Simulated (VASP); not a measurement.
A run of VASP 6.6.1 is set up as follows.

INCAR

```
PREC = Accurate ; ENCUT = 520
EDIFF = 1E-7 ; ISMEAR = 0
SIGMA = 0.1 ; LREAL = F
LASPH = T ; NELM = 80
ALGO = Fast ; ISIF = 2
LWAVE = F ; LCHARG = T
LELF = T ; LVHAR = T
NBANDS = 46
```

The input KPOINTS:

```
regular mesh
0
Gamma
  12 12 8
```

Contents of POSCAR:

```
AlCu3
1.0
    5.0805072613      0.0000000000      0.0000000000
   -2.5402536307      4.3998483524      0.0000000000
    0.0000000000      0.0000000000      4.1297761720
Al Cu
2 6
Direct
    0.6666666667      0.3333333333      0.2500000000
    0.3333333333      0.6666666667      0.7500000000
    0.3303580461      0.1651790231      0.7500000000
    0.8348209769      0.1651790231      0.7500000000
    0.8348209769      0.6696419539      0.7500000000
    0.6696419539      0.8348209769      0.2500000000
    0.1651790231      0.8348209769      0.2500000000
    0.1651790231      0.3303580461      0.2500000000
```

Potentials or basis: VASP PAW LDA potentials, release 64 (Al, Cu).

Launch:

```sh
$ cat potpaw_LDA.64/Al/POTCAR potpaw_LDA.64/Cu/POTCAR > POTCAR
$ mpirun -np 1 vasp_std > vasp.out
```

Q: Estimate the band gap on the k mesh.

A: Zero (band 36 reaches 10.74 eV, above the bottom of band 37 at 8.06 eV).

Q: Predict the pressure.

A: 0.6 GPa.
